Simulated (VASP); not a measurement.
# W in VASP: a series of runs

The runs below take W through single point, with PBE.

Everything below comes from runs of VASP 6.6.1. Logs are shortened: lines on timing, memory, paths and dates and some standing lists are left out, and cuts for length are marked.

### Step 1. The cell of the first run

The cell holds a slab with vacuum, 6 atoms: a = 4.502 Å, b = 4.502 Å, c = 20.595 Å, α = 90.00°, β = 90.00°, γ = 120.00°.

### Step 2. Single point, PBE

INCAR

```
SYSTEM = W
PREC = Accurate
ENCUT = 520
EDIFF = 1E-6
ISMEAR = -1
SIGMA = 0.08
LREAL = .False.
LASPH = .True.
NELM = 100
ALGO = Normal
ISIF = 2
LWAVE = .False.
LCHARG = .False.
LDIPOL = .True.
IDIPOL = 3
DIPOL = 0.5 0.5 0.500
GGA = PE
NBANDS = 51
```

KPOINTS

```
regular mesh
0
Gamma
  9 9 1
  0 0 0
```

POSCAR

```
W
1.0
    4.5020337152      0.0000000000      0.0000000000
   -2.2510168576      3.8988755660      0.0000000000
    0.0000000000      0.0000000000     20.5949000000
W
6
Direct
    0.1666666667      0.3333333333      0.4048309319
    0.5000000000      1.0000000000      0.4381235822
    0.8333333333      0.6666666667      0.4708326069
    0.1666666667      0.3333333333      0.5291675911
    0.5000000000      1.0000000000      0.5618760486
    0.8333333333      0.6666666667      0.5951692389
```

Potentials or basis: VASP PAW PBE potentials, release 64 (W_sv).

Started as:

```console
cat potpaw_PBE.64/W_sv/POTCAR > POTCAR
mpirun -np 1 vasp_std > vasp.out
```

OUTCAR:

```text
SYSTEM = W
   PREC = Accurate
   ENCUT = 520
   EDIFF = 1E-6
   ISMEAR = -1
   LREAL = .False.
   LASPH = .True.
   NELM = 100
   ISIF = 2
   GGA = PE

 ion  position               nearest neighbor table
   1  0.167  0.333  0.405-   4 2.56   2 2.69   2 2.69   2 2.69   3 2.93   3 2.93   3 2.93
   2  0.500  0.000  0.438-   5 2.55   3 2.69   3 2.69   3 2.69   1 2.69   1 2.69   1 2.69   4 3.20
                             4 3.20   4 3.20
   3  0.833  0.667  0.471-   6 2.56   2 2.69   2 2.69   2 2.69   4 2.86   4 2.86   4 2.86   1 2.93
                             1 2.93   1 2.93   5 3.20   5 3.20   5 3.20
   4  0.167  0.333  0.529-   1 2.56   5 2.69   5 2.69   5 2.69   3 2.86   3 2.86   3 2.86   6 2.93
                             6 2.93   6 2.93   2 3.20   2 3.20   2 3.20
   5  0.500  0.000  0.562-   2 2.55   4 2.69   4 2.69   4 2.69   6 2.69   6 2.69   6 2.69   3 3.20
                             3 3.20   3 3.20
   6  0.833  0.667  0.595-   3 2.56   5 2.69   5 2.69   5 2.69   4 2.93   4 2.93   4 2.93

  LATTYP: Found a hexagonal cell.
 ALAT       =     4.5020337152
 C/A-ratio  =     4.5745770251

  Lattice vectors:

 A1 = (   4.5020337152,   0.0000000000,   0.0000000000)
 A2 = (  -2.2510168576,   3.8988755660,   0.0000000000)
 A3 = (   0.0000000000,   0.0000000000,  20.5949000000)

Analysis of symmetry for initial positions (statically):
=====================================================================
 Subroutine PRICEL returns:
 Original cell was already a primitive cell.

 Routine SETGRP: Setting up the symmetry group for a
 hexagonal supercell.

 Subroutine GETGRP returns: Found 12 space group operations
 (whereof  4 operations were pure point group operations)
 out of a pool of 24 trial point group operations.

The static configuration has the point symmetry C_2h.
 The point group associated with its full space group is D_3d.

Analysis of symmetry for dynamics (positions and initial velocities):
=====================================================================
 Subroutine PRICEL returns:
 Original cell was already a primitive cell.

 Routine SETGRP: Setting up the symmetry group for a
 hexagonal supercell.

 Subroutine GETGRP returns: Found 12 space group operations
 (whereof  4 operations were pure point group operations)
 out of a pool of 24 trial point group operations.

The dynamic configuration has the point symmetry C_2h.
 The point group associated with its full space group is D_3d.

[... 100 lines left out ...]
   ISYM   =      2    0-nonsym 1-usesym 2-fastsym
   POTIM  = 0.5000    time-step for ionic-motion
   TEBEG  =    0.0;   TEEND  =   0.0 temperature during run
   PSTRESS=    0.0 pullay stress
   NELECT =      84.0000    total number of electrons
   NUPDOWN=      -1.0000    fix difference up-down
   EMIN   =  10.00;   EMAX   =-10.00  energy-range for DOS
   EFERMI =   0.00;   METHOD = LEGACY
   ISMEAR =    -1;   SIGMA  =   0.08  broadening in eV -4-tet -1-fermi 0-gaus
   EFERMI_NEDOS =   21; number of points for ismear=-14 and -15
   IALGO  =     38    algorithm
   IMIX   =      4    mixing-type and parameters
     AMIX     =   0.40;   BMIX     =  1.00
     AMIX_MAG =   1.60;   BMIX_MAG =  1.00
  volume/ion in A,a.u.               =      60.25       406.59
  Fermi-wavevector in a.u.,A,eV,Ry     =   1.006465  1.901943 13.782317  1.012972
  Thomas-Fermi vector in A             =   2.139209
   LORBIT       =      0    0 simple, 1 ext, 2 COOP (PROOUT), +10 PAW based schemes
   GGA     = PE    functional components
   LHFCALC =     F    Hartree Fock is set to
   AEXX    =    0.0000 exact exchange contribution
   IVDW    =     0    specifies the selected vdW correction
   LEPSILON=     F    determine dielectric tensor
   LRPA    =     F    only Hartree local field effects (RPA)
 non-spin polarized calculation
  energy-cutoff  :      520.00
  volume of cell :      361.50
 maximum number of plane-waves:      9775
 NGX is ok and might be reduce to    36
   NGX = 17   NGY = 17   NGZ = 77

 dipolmoment           0.000000      0.000000     -0.000000 electrons x Angstroem

 number of electron      83.9999986 magnetization

 dipolmoment           0.000000      0.000000      0.000068 electrons x Angstroem

 Free energy of the ion-electron system (eV)
  ---------------------------------------------------
  ext. energy  EPLUGINS =         0.00000000
  ---------------------------------------------------
  free energy    TOTEN  =       -70.03389919 eV

  energy without entropy =      -69.93058972  energy(sigma->0) =      -69.98224445

 E-fermi :  -0.0491     XC(G=0):  -4.6485

 val. band max:       -0.1104514350   @ k =   0.4444   0.1111   0.0000
 cond. band min:      -0.0116736946   @ k =   0.4444   0.0000   0.0000
 fundamental gap:      0.0987777404
 Fermi energy:        -0.0491477588

 k-point     1 :       0.0000    0.0000    0.0000
  band No.  band energies     occupation
      1     -74.1110      2.00000
      2     -74.0392      2.00000
      3     -73.9248      2.00000
      4     -73.9062      2.00000
      5     -73.6483      2.00000
      6     -73.5793      2.00000
[... 637 lines left out ...]
     50       1.7652      0.00000
     51       1.8988      0.00000

------------------------ aborting loop because EDIFF is reached ----------------------------------------

 vacuum level on the upper side and lower side of the slab       (xc-potential included)        -0.115        -0.116

  FORCE on cell =-STRESS in cart. coord.  units (eV):
  Direction    XX          YY          ZZ          XY          YZ          ZX
  --------------------------------------------------------------------------------------
  -------------------------------------------------------------------------------------
  Total        0.9787853      0.9787853      0.2648760      0.0000000     -0.0000000      0.0000000
  in kB        4.3380066      4.3380066      1.1739387      0.0000000     -0.0000000      0.0000000
  external PRESSURE =       3.2833173 kB  Pullay stress =       0.0000000 kB

 VOLUME and BASIS-vectors are now :
 -----------------------------------------------------------------------------
  energy-cutoff  :      520.00
  volume of cell :      361.50
      direct lattice vectors                 reciprocal lattice vectors
     4.502033715  0.000000000  0.000000000     0.222121837  0.128242103  0.000000000
    -2.251016858  3.898875566  0.000000000     0.000000000  0.256484205  0.000000000
     0.000000000  0.000000000 20.594900000     0.000000000  0.000000000  0.048555710

 POSITION                                       TOTAL-FORCE (eV/Angst)
 -----------------------------------------------------------------------------------
      0.00000      1.29963      8.33745        -0.000000     -0.000000     -0.045750
      2.25102      0.00000      9.02311         0.000000      0.000000     -0.044882
      2.25102      2.59925      9.69675        -0.000000     -0.000000     -0.027295
      0.00000      1.29963     10.89815         0.000000     -0.000000      0.027295
      2.25102      0.00000     11.57178         0.000000      0.000000      0.044882
      2.25102      2.59925     12.25745        -0.000000     -0.000000      0.045750
 -----------------------------------------------------------------------------------
    total drift:                               -0.000000      0.000000      0.018376

  FREE ENERGIE OF THE ION-ELECTRON SYSTEM (eV)
  ---------------------------------------------------
  free  energy   TOTEN  =       -70.0338991883 eV

  energy  without entropy=      -69.9305897162  energy(sigma->0) =      -69.98224445

 vacuum level on the upper side and lower side of the slab         4.042         4.041
```

stdout:

```text
POSCAR found type information on POSCAR W
 POSCAR found :  1 types and       6 ions
 scaLAPACK will be used
 LDA part: xc-table for (Slater+PW92), standard interpolation
 POSCAR, INCAR and KPOINTS ok, starting setup
 FFT: planning ... GRIDC
 FFT: planning ... GRID_SOFT
 FFT: planning ... GRID
 WAVECAR not read
 entering main loop
```

Run time: 4.4 min. Hardware: 1 thread of Intel Xeon Platinum 8488C (Sapphire Rapids), shared host; peak memory 0.53 GiB.

What came out:

```yaml
Free_energy: -70.0339 eV
Largest_force: 0.046 eV/Å
Band_gap_on_the_k_mesh: zero (bands 42 and 43 overlap by 0.34 eV)
```

Forces in eV/Å, atoms in the order of the input:
```
W    0.000  0.000 -0.046
W    0.000  0.000 -0.045
W    0.000  0.000 -0.027
W    0.000  0.000  0.027
W    0.000  0.000  0.045
W    0.000  0.000  0.046
```

Levels at points of the mesh, in eV from the Fermi level:
| k point | band 39 | band 40 | band 41 | band 42 | band 43 | band 44 | band 45 | band 46 |
| --- | --- | --- | --- | --- | --- | --- | --- | --- |
| (0.00, 0.00, 0.00) | -1.40 | -1.15 | -0.85 | -0.85 | -0.30 | 1.59 | 1.59 | 1.61 |

Caveat: spin-orbit coupling is left out, which moves the levels of the heavy elements.

### Step 3. Single point, PBE

INCAR

```
ALGO = Normal
DIPOL = 0.5 0.5 0.500
EDIFF = 1E-6
ENCUT = 520
GGA = PE
IDIPOL = 3
ISIF = 2
ISMEAR = -1
LASPH = T
LCHARG = F
LDIPOL = T
LREAL = F
LWAVE = F
NBANDS = 51
NELM = 60
PREC = Accurate
SIGMA = 0.08
```

KPOINTS

```
k-points
0
Gamma
  9 9 1
```

POSCAR

```
W
1.0
    4.5020337152      0.0000000000      0.0000000000
   -2.2510168576      3.8988755660      0.0000000000
    0.0000000000      0.0000000000     20.5949000000
W
6
Direct
    0.1666666667      0.3333333333      0.4048203414
    0.5000000000      1.0000000000      0.4381204903
    0.8333333333      0.6666666667      0.4707851141
    0.1666666667      0.3333333333      0.5292150165
    0.5000000000      1.0000000000      0.5618792559
    0.8333333333      0.6666666667      0.5951797814
```

Potentials or basis: VASP PAW PBE potentials, release 64 (W_sv).

Started as:

```console
cat potpaw_PBE.64/W_sv/POTCAR > POTCAR
mpirun -np 1 vasp_std > vasp.out
```

Wall time 4.6 min (1 thread of Intel Xeon Platinum 8488C (Sapphire Rapids), shared host); peak memory 0.54 GiB.

It converged, with:

```yaml
Free_energy: -70.0340 eV
Largest_force: 0.045 eV/Å
Band_gap_on_the_k_mesh: zero (bands 42 and 43 overlap by 0.34 eV)
```

Forces on the atoms (eV/Å):
```
W    0.000  0.000 -0.038
W    0.000  0.000 -0.045
W    0.000  0.000 -0.013
W    0.000  0.000  0.013
W    0.000  0.000  0.045
W    0.000  0.000  0.038
```

Levels at points of the mesh, in eV from the Fermi level:
```
           k point  band 39  band 40  band 41  band 42  band 43  band 44  band 45  band 46
(0.00, 0.00, 0.00)    -1.40    -1.15    -0.85    -0.85    -0.30     1.59     1.59     1.61
```

Caveat: spin-orbit coupling is left out, which moves the levels of the heavy elements.

### Step 4. Single point, PBE

INCAR

```
SYSTEM = W
PREC = Accurate ; ENCUT = 520
EDIFF = 1E-6 ; ISMEAR = -1
SIGMA = 0.08 ; LREAL = .FALSE.
LASPH = .TRUE. ; NELM = 100
ALGO = Normal ; ISIF = 2
LWAVE = .FALSE. ; LCHARG = .FALSE.
GGA = PE ; NBANDS = 51
```

KPOINTS

```
regular mesh
0
G
  9 9 1
  0 0 0
```

POSCAR

```
W
1.0
    4.5020337152      0.0000000000      0.0000000000
   -2.2510168576      3.8988755660      0.0000000000
    0.0000000000      0.0000000000     20.5949000000
W
6
Direct
    0.1666666667      0.3333333333      0.4048309319
    0.5000000000      1.0000000000      0.4381235822
    0.8333333333      0.6666666667      0.4708326069
    0.1666666667      0.3333333333      0.5291675911
    0.5000000000      1.0000000000      0.5618760486
    0.8333333333      0.6666666667      0.5951692389
```

Started as:

```console
cat potpaw_PBE.64/W_sv/POTCAR > POTCAR
mpirun -np 1 vasp_std > vasp.out
```

Wall time 4.9 min (1 thread of Intel Xeon Platinum 8488C (Sapphire Rapids), shared host); peak memory 0.54 GiB.

It converged, with:

```
Free energy            : -70.0339 eV
Largest force          : 0.046 eV/Å
Band gap on the k mesh : zero (bands 42 and 43 overlap by 0.34 eV)
```

Forces in eV/Å, atoms in the order of the input:
```
W    0.000  0.000 -0.046
W    0.000  0.000 -0.045
W    0.000  0.000 -0.027
W    0.000  0.000  0.027
W    0.000  0.000  0.045
W    0.000  0.000  0.046
```

Levels at points of the mesh, in eV from the Fermi level:
| k point | band 40 | band 41 | band 42 | band 43 | band 44 | band 45 |
| --- | --- | --- | --- | --- | --- | --- |
| (0.00, 0.00, 0.00) | -1.15 | -0.85 | -0.85 | -0.30 | 1.59 | 1.59 |

Caveat: there is no dipole correction, which matters where the two faces differ; spin-orbit coupling is left out, which moves the levels of the heavy elements.

### Step 5. The runs side by side

| cell | dipole correction | gap on the mesh (eV) | largest force (eV/Å) |
| --- | --- | --- | --- |
| as given, atomic positions A | yes | none | 0.05 |
| as given, atomic positions B | yes | none | 0.05 |
| as given, atomic positions A | no | none | 0.05 |

Alike in all rows: task single point; level PBE; potentials or basis VASP PAW PBE potentials, release 64 (W_sv); no spin polarisation; k mesh 9 × 9 × 1; cutoff (eV) 520; smearing fermi-dirac 0.08 eV.

Caveats: spin-orbit coupling is left out, which moves the levels of the heavy elements; there is no dipole correction, which matters where the two faces differ (at least some runs).

Absolute energies hang on the potentials; compare differences alone.

The gap in the log of VASP goes by the Fermi energy; the results here count the filled bands.